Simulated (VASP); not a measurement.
# Co2Si (P4/mmm) in VASP: further runs, part 2 of 2

VASP 6.6.1.

### Step 3. Single point, PBE, collinear spin, ferromagnetic start

This run uses another cell than the first one, of 12.92 Å³/atom, 1.104 times its volume.

Contents of INCAR:

```
SYSTEM = Co2Si
PREC = Accurate
ENCUT = 520
EDIFF = 1E-7
ISMEAR = 0
SIGMA = 0.1
LREAL = .False.
LASPH = .True.
NELM = 150
ALGO = Normal
ISIF = 2
LWAVE = .False.
LCHARG = .False.
ISPIN = 2
MAGMOM = -3 -3 0
LORBIT = 11
LMAXMIX = 4
GGA = PE
NBANDS = 22
```

Contents of KPOINTS:

```
Automatic mesh
0
Gamma
  6 6 4
  0 0 0
```

Contents of POSCAR:

```
Co2Si
1.0
    3.0139825800      0.0000000000      0.0000000000
    0.0000000000      3.0139825800      0.0000000000
    0.0000000000      0.0000000000      4.2663204300
Co Si
2 1
Direct
    0.0000000000      0.0000000000      0.7866233900
    0.0000000000      0.0000000000      0.2133766100
    0.5000000000      0.5000000000      0.5000000000
```

Potentials or basis: VASP PAW PBE potentials, release 64 (Co, Si).

Launch:

```console
> cat potpaw_PBE.64/Co/POTCAR potpaw_PBE.64/Si/POTCAR > POTCAR
> mpirun -np 1 vasp_std > vasp.out
```

OUTCAR:

```text
SYSTEM = Co2Si
   PREC = Accurate
   ENCUT = 520
   EDIFF = 1E-7
   ISMEAR = 0
   LREAL = .False.
   LASPH = .True.
   NELM = 150
   ISIF = 2
   ISPIN = 2
   LORBIT = 11
   GGA = PE

 ion  position               nearest neighbor table
   1  0.000  0.000  0.787-   2 1.82   2 2.45   3 2.46   3 2.46   3 2.46   3 2.46
   2  0.000  0.000  0.213-   1 1.82   1 2.45   3 2.46   3 2.46   3 2.46   3 2.46
   3  0.500  0.500  0.500-   1 2.46   2 2.46   1 2.46   2 2.46   1 2.46   2 2.46   1 2.46   2 2.46

  LATTYP: Found a simple tetragonal cell.
 ALAT       =     3.0139825800
 C/A-ratio  =     1.4155093192

  Lattice vectors:

 A1 = (   3.0139825800,   0.0000000000,   0.0000000000)
 A2 = (   0.0000000000,   3.0139825800,   0.0000000000)
 A3 = (   0.0000000000,   0.0000000000,   4.2663204300)

Analysis of symmetry for initial positions (statically):
=====================================================================
 Subroutine PRICEL returns:
 Original cell was already a primitive cell.

 Routine SETGRP: Setting up the symmetry group for a
 simple tetragonal supercell.

 Subroutine GETGRP returns: Found 16 space group operations
 (whereof 16 operations were pure point group operations)
 out of a pool of 16 trial point group operations.

The static configuration has the point symmetry D_4h.

Analysis of symmetry for dynamics (positions and initial velocities):
=====================================================================
 Subroutine PRICEL returns:
 Original cell was already a primitive cell.

 Routine SETGRP: Setting up the symmetry group for a
 simple tetragonal supercell.

 Subroutine GETGRP returns: Found 16 space group operations
 (whereof 16 operations were pure point group operations)
 out of a pool of 16 trial point group operations.

The dynamic configuration has the point symmetry D_4h.

Analysis of structural, dynamic, and magnetic symmetry:
=====================================================================
 Subroutine PRICEL returns:
 Original cell was already a primitive cell.

 Routine SETGRP: Setting up the symmetry group for a
 simple tetragonal supercell.

 Subroutine GETGRP returns: Found 16 space group operations
 (whereof 16 operations were pure point group operations)
 out of a pool of 16 trial point group operations.

The overall configuration has the point symmetry D_4h.

 Subroutine INISYM returns: Found 16 space group operations
 (whereof 16 operations are pure point group operations),
 and found     1 'primitive' translations

----------------------------------------------------------------------------------------

                                     Primitive cell

  volume of cell :      38.7556

  direct lattice vectors                    reciprocal lattice vectors
     3.013982580  0.000000000  0.000000000     0.331786921  0.000000000  0.000000000
     0.000000000  3.013982580  0.000000000     0.000000000  0.331786921  0.000000000
     0.000000000  0.000000000  4.266320430     0.000000000  0.000000000  0.234394021

  length of vectors
     3.013982580  3.013982580  4.266320430     0.331786921  0.331786921  0.234394021

  position of ions in fractional coordinates (direct lattice)
     0.000000000  0.000000000  0.786623390
     0.000000000  0.000000000  0.213376610
     0.500000000  0.500000000  0.500000000
[... 74 lines left out ...]
   LSORBIT =      F    spin-orbit coupling
   LASPH  =      T    aspherical Exc in radial PAW
   ENCUT  =  520.0 eV  38.22 Ry    6.18 a.u.   5.60  5.60  7.93*2*pi/ulx,y,z
   NELM   =    150;   NELMIN=  2; NELMDL= -5     # of ELM steps
   EDIFF  = 0.1E-06   stopping-criterion for ELM
   LREAL  =      F    real-space projection
   EDIFFG = 0.1E-05   stopping-criterion for IOM
   NSW    =      0    number of steps for IOM
   IBRION =     -1    ionic relax: 0-MD 1-quasi-New 2-CG
   NFREE  =      0    steps in history (QN), initial steepest desc. (CG)
   ISIF   =      2    stress and relaxation
   ISYM   =      2    0-nonsym 1-usesym 2-fastsym
   POTIM  = 0.5000    time-step for ionic-motion
   TEBEG  =    0.0;   TEEND  =   0.0 temperature during run
   PSTRESS=    0.0 pullay stress
   NELECT =      22.0000    total number of electrons
   NUPDOWN=      -1.0000    fix difference up-down
   EMIN   =  10.00;   EMAX   =-10.00  energy-range for DOS
   EFERMI =   0.00;   METHOD = LEGACY
   ISMEAR =     0;   SIGMA  =   0.10  broadening in eV -4-tet -1-fermi 0-gaus
   EFERMI_NEDOS =   21; number of points for ismear=-14 and -15
   IALGO  =     38    algorithm
   IMIX   =      4    mixing-type and parameters
     AMIX     =   0.40;   BMIX     =  1.00
     AMIX_MAG =   1.60;   BMIX_MAG =  1.00
  volume/ion in A,a.u.               =      12.92        87.18
  Fermi-wavevector in a.u.,A,eV,Ry     =   1.355514  2.561550 24.999600  1.837419
  Thomas-Fermi vector in A             =   2.482595
   LORBIT       =     11    0 simple, 1 ext, 2 COOP (PROOUT), +10 PAW based schemes
   GGA     = PE    functional components
   LHFCALC =     F    Hartree Fock is set to
   AEXX    =    0.0000 exact exchange contribution
   IVDW    =     0    specifies the selected vdW correction
   LEPSILON=     F    determine dielectric tensor
   LRPA    =     F    only Hartree local field effects (RPA)
 spin polarized calculation
 Gauss-broadening in eV      SIGMA  =   0.10
  energy-cutoff  :      520.00
  volume of cell :       38.76
 maximum number of plane-waves:      1088
 NGX is ok and might be reduce to    24
   NGX = 11   NGY = 11   NGZ = 15

 number of electron      21.9999996 magnetization      -1.6059124

 Free energy of the ion-electron system (eV)
  ---------------------------------------------------
  ext. energy  EPLUGINS =         0.00000000
  ---------------------------------------------------
  free energy    TOTEN  =       -17.73475924 eV

  energy without entropy =      -17.72208400  energy(sigma->0) =      -17.72842162

 E-fermi :   9.1583     XC(G=0): -11.9877

 val. band max:        9.1563064933   @ k =   0.1667   0.0000   0.2500
 cond. band min:       9.2030629019   @ k =   0.1667   0.1667   0.2500
 fundamental gap:      0.0467564086
 Fermi energy:         9.1583387485

 spin component 1

 k-point     1 :       0.0000    0.0000    0.0000
  band No.  band energies     occupation
      1      -2.3816      1.00000
      2       4.9672      1.00000
      3       5.2217      1.00000
      4       6.0775      1.00000
      5       6.0775      1.00000
      6       6.3722      1.00000
[... 589 lines left out ...]
     21      22.9475      0.00000
     22      23.6861      0.00000

 [... further k-points ...]

 spin component 2

 k-point     1 :       0.0000    0.0000    0.0000
  band No.  band energies     occupation
      1      -2.3421      1.00000
      2       4.3285      1.00000
      3       5.0592      1.00000
      4       5.2259      1.00000
      5       5.2259      1.00000
      6       5.7053      1.00000
[... 589 lines left out ...]
     21      22.7911      0.00000
     22      23.6944      0.00000

 [... further k-points ...]

------------------------ aborting loop because EDIFF is reached ----------------------------------------

  FORCE on cell =-STRESS in cart. coord.  units (eV):
  Direction    XX          YY          ZZ          XY          YZ          ZX
  --------------------------------------------------------------------------------------
  -------------------------------------------------------------------------------------
  Total       -5.1925766     -5.1925766     12.0565192      0.0000000      0.0000000      0.0000000
  in kB     -214.6636683   -214.6636683    498.4224277      0.0000000      0.0000000      0.0000000
  external PRESSURE =      23.0316971 kB  Pullay stress =       0.0000000 kB

 VOLUME and BASIS-vectors are now :
 -----------------------------------------------------------------------------
  energy-cutoff  :      520.00
  volume of cell :       38.76
      direct lattice vectors                 reciprocal lattice vectors
     3.013982580  0.000000000  0.000000000     0.331786921  0.000000000  0.000000000
     0.000000000  3.013982580  0.000000000     0.000000000  0.331786921  0.000000000
     0.000000000  0.000000000  4.266320430     0.000000000  0.000000000  0.234394021

 POSITION                                       TOTAL-FORCE (eV/Angst)
 -----------------------------------------------------------------------------------
      0.00000      0.00000      3.35599         0.000000      0.000000     -6.087646
      0.00000      0.00000      0.91033        -0.000000      0.000000      6.087646
      1.50699      1.50699      2.13316         0.000000      0.000000      0.000000
 -----------------------------------------------------------------------------------
    total drift:                               -0.000000      0.000000      0.000000

  FREE ENERGIE OF THE ION-ELECTRON SYSTEM (eV)
  ---------------------------------------------------
  free  energy   TOTEN  =       -17.7347592379 eV

  energy  without entropy=      -17.7220839983  energy(sigma->0) =      -17.72842162

 total charge

# of ion       s       p       d       tot
------------------------------------------
    1        0.461   0.485   7.540   8.486
    2        0.461   0.485   7.540   8.486
    3        0.728   0.834   0.000   1.562
--------------------------------------------------
tot          1.651   1.803  15.079  18.534

 magnetization (x)

# of ion       s       p       d       tot
------------------------------------------
    1       -0.004   0.001  -0.846  -0.849
    2       -0.004   0.001  -0.846  -0.849
    3        0.010   0.039   0.000   0.050
--------------------------------------------------
tot          0.002   0.042  -1.692  -1.648
```

OSZICAR:

```text
N       E                     dE             d eps       ncg     rms          rms(c)
DAV:   1     0.113674842588E+03    0.11367E+03   -0.96468E+03  2664   0.121E+03
DAV:   2    -0.126317578728E+02   -0.12631E+03   -0.11669E+03  2724   0.235E+02
DAV:   3    -0.188501089360E+02   -0.62184E+01   -0.60621E+01  3132   0.627E+01
DAV:   4    -0.189609354353E+02   -0.11083E+00   -0.11070E+00  3016   0.750E+00
DAV:   5    -0.189652042542E+02   -0.42688E-02   -0.42686E-02  3556   0.148E+00    0.179E+01
DAV:   6    -0.215946157469E+02   -0.26294E+01   -0.22964E+01  3142   0.809E+01    0.187E+01
DAV:   7    -0.177244409338E+02    0.38702E+01   -0.15866E+01  3098   0.524E+01    0.419E+00
DAV:   8    -0.177480966028E+02   -0.23656E-01   -0.26584E-01  2918   0.353E+00    0.202E+00
DAV:   9    -0.177365374927E+02    0.11559E-01   -0.18469E-02  3882   0.124E+00    0.829E-01
DAV:  10    -0.177347068954E+02    0.18306E-02   -0.49015E-03  3850   0.667E-01    0.368E-01
DAV:  11    -0.177347175878E+02   -0.10692E-04   -0.11294E-03  3664   0.396E-01    0.149E-01
DAV:  12    -0.177347514712E+02   -0.33883E-04   -0.45412E-04  3804   0.195E-01    0.789E-02
DAV:  13    -0.177347604925E+02   -0.90214E-05   -0.29941E-05  3340   0.599E-02    0.336E-02
DAV:  14    -0.177347595120E+02    0.98049E-06   -0.11856E-05  3766   0.327E-02    0.159E-02
DAV:  15    -0.177347596637E+02   -0.15165E-06   -0.25767E-06  3712   0.148E-02    0.404E-03
DAV:  16    -0.177347593910E+02    0.27271E-06   -0.36679E-07  2756   0.560E-03    0.181E-03
DAV:  17    -0.177347592646E+02    0.12641E-06   -0.25028E-08  1596   0.137E-03    0.587E-04
DAV:  18    -0.177347592379E+02    0.26630E-07   -0.86770E-09  1554   0.761E-04
   1 F= -.17734759E+02 E0= -.17728422E+02  d E =-.126752E-01  mag=    -1.6059
```

stdout:

```text
POSCAR found type information on POSCAR CoSi
 POSCAR found :  2 types and       3 ions
 scaLAPACK will be used
 LDA part: xc-table for (Slater+PW92), standard interpolation
 POSCAR, INCAR and KPOINTS ok, starting setup
 FFT: planning ... GRIDC
 FFT: planning ... GRID_SOFT
 FFT: planning ... GRID
 WAVECAR not read
 entering main loop
```

Run time: 33 s. Hardware: 1 thread of AMD EPYC 9R14 (Zen 4), shared host; peak memory 0.15 GiB.

Results:

```
Free energy                                           : -17.7348 eV
Pressure                                              : 2.3 GPa
Largest force                                         : 6.088 eV/Å
Net moment                                            : -1.61 μB per cell
Site moments                                          : Co -0.85; Si +0.05 μB
Valence electrons inside the program's atomic spheres : Co 8.49; Si 1.56
```

Forces in eV/Å, atoms in the order of the input:
```
Co   0.000  0.000 -6.088
Co   0.000  0.000  6.088
Si   0.000  0.000  0.000
```

Stress tensor (GPa, compression positive):
```
-21.47   0.00   0.00
  0.00 -21.47   0.00
  0.00   0.00  49.84
```

Caveat: the k points lie up to 0.37 Å⁻¹ apart; forces of over 1 eV/Å act on the atoms, so gaps and moduli don't describe the material at rest.

### Step 4. Relaxation of cell and atoms, PBE, collinear spin, ferromagnetic start

This run uses another cell than the first one, of 12.92 Å³/atom, 1.104 times its volume.

Contents of INCAR:

```
SYSTEM = Co2Si
PREC = Accurate
ENCUT = 600
EDIFF = 1E-6
ISMEAR = 0
SIGMA = 0.1
LREAL = .False.
LASPH = .True.
NELM = 150
ALGO = Normal
ISIF = 3
LWAVE = .False.
LCHARG = .False.
ISPIN = 2
MAGMOM = -3 -3 0
LORBIT = 11
LMAXMIX = 4
GGA = PE
IBRION = 2
NSW = 90
EDIFFG = -0.04
```

KPOINTS is that of step 3.

POSCAR is that of step 3.

Launch:

```console
> cat potpaw_PBE.64/Co/POTCAR potpaw_PBE.64/Si/POTCAR > POTCAR
> mpirun -np 1 vasp_std > vasp.out
```

It took 3.3 min on 1 thread of AMD EPYC 9R14 (Zen 4), shared host; peak memory 0.16 GiB.

Results (log left out):

- Free energy: -19.6453 eV
- Relaxed volume: 11.66 Å³/atom
- Relaxed cell: a = 2.636 Å, b = 2.636 Å, c = 5.034 Å, α = 90.00°, β = 90.00°, γ = 90.00°
- Space group after relaxing (to 0.05 Å): P4/mmm (No. 123)
- Energy gained by relaxing: 636.9 meV/atom
- Ionic steps: 11
- Pressure after relaxing: 0.4 GPa
- Largest force after relaxing: 0.023 eV/Å
- Net moment: -0.62 μB per cell
- Site moments: Co -0.33; Si +0.02 μB
- Valence electrons inside the program's atomic spheres: Co 8.44; Si 1.66

Forces on the atoms (eV/Å):
```
Co   0.000  0.000 -0.023
Co   0.000  0.000  0.023
Si   0.000  0.000  0.000
```

Step by step:
```
step  energy change (eV)  largest force (eV/Å)  pressure (GPa)  volume (Å³)
   1              0.0000                6.0870            2.23        38.76
   2             -0.7369                3.9996           14.33        38.83
   3             -1.2601                1.6990           -3.07        39.02
   4             -1.2612                1.6455           -3.19        39.02
   5             -1.6838                1.1354           -6.11        37.70
   6             -1.8527                0.6709           -4.33        36.49
   7             -1.8657                0.5502           -3.23        36.07
   8             -1.9052                0.2650            2.69        34.66
   9             -1.9052                0.2813            2.36        34.72
  10             -1.9041                0.3628           -1.63        35.25
  11             -1.9107                0.0233            0.40        34.97
```

Final structure:
```xyz
3
Lattice="2.6355 0.0000 0.0000 0.0000 2.6355 0.0000 0.0000 0.0000 5.0343" Properties=species:S:1:pos:R:3 pbc="T T T"
Co    0.0000    2.6355    3.9100
Co    0.0000    0.0000    1.1243
Si    1.3178    1.3178    2.5171
```

Levels at points of the mesh, in eV from the Fermi level:
Spin up:
```tsv
k point	band 6	band 7	band 8	band 9	band 10	band 11	band 12	band 13	band 14	band 15
(0.00, 0.00, 0.00)	-1.93	-1.46	-1.46	0.00	0.04	0.04	0.17	1.08	7.13	7.13
(0.50, 0.00, 0.00)	-2.28	-1.10	-1.08	-0.69	-0.24	0.19	0.80	1.07	3.24	4.70
(0.50, 0.50, 0.00)	-0.99	-0.99	-0.22	-0.22	0.70	0.79	0.87	2.44	2.89	5.81
(0.00, 0.00, 0.50)	-2.17	-0.81	-0.81	-0.79	-0.79	0.07	0.11	2.56	7.31	7.76
(0.50, 0.00, 0.50)	-1.65	-1.64	-0.90	-0.88	-0.63	-0.37	0.64	1.09	2.58	8.05
(0.50, 0.50, 0.50)	-2.08	-1.81	-1.34	0.72	0.78	2.16	2.16	2.67	3.11	3.11
```
Spin down:
| k point | band 8 | band 9 | band 10 | band 11 | band 12 | band 13 | band 14 | band 15 |
| --- | --- | --- | --- | --- | --- | --- | --- | --- |
| (0.00, 0.00, 0.00) | -1.76 | -0.31 | -0.31 | -0.31 | -0.14 | 0.81 | 7.12 | 7.12 |
| (0.50, 0.00, 0.00) | -1.35 | -0.97 | -0.46 | -0.17 | 0.45 | 0.86 | 3.09 | 4.55 |
| (0.50, 0.50, 0.00) | -0.38 | -0.38 | 0.31 | 0.40 | 0.54 | 2.31 | 2.78 | 5.74 |
| (0.00, 0.00, 0.50) | -1.15 | -1.09 | -1.09 | -0.24 | -0.20 | 2.52 | 7.17 | 7.72 |
| (0.50, 0.00, 0.50) | -1.17 | -1.16 | -0.97 | -0.71 | 0.34 | 0.75 | 2.33 | 8.03 |
| (0.50, 0.50, 0.50) | -1.62 | 0.32 | 0.38 | 1.90 | 1.90 | 2.51 | 3.09 | 3.09 |

Caveat: the k points lie up to 0.40 Å⁻¹ apart in the final cell.

### Step 5. Summary

```tsv
task	cell	cutoff (eV)	gap on the mesh (eV)	pressure (GPa)	moment (μB)	largest force (eV/Å)
single point	a = 2.639, b = 2.639, c = 5.040 Å, 3 atoms	520	none	-0.1	0.63	0.06
single point	a = 3.014, b = 3.014, c = 4.266 Å, 3 atoms	520	none	2.3	1.61	6.09
relaxation of cell and atoms	relaxed from a = 3.014, b = 3.014, c = 4.266 Å, 3 atoms	600	none	0.4	0.62	0.02
```

Alike in all rows: level PBE; potentials or basis VASP PAW PBE potentials, release 64 (Co, Si); spin collinear, ferromagnetic start; k mesh 6 × 6 × 4; smearing gaussian 0.1 eV.

Caveats: all runs use coarse meshes; forces of over 1 eV/Å act on the atoms, so gaps and moduli don't describe the material at rest (some runs).

Total energies depend on the potentials used, so only differences within one code and one set of settings carry meaning.
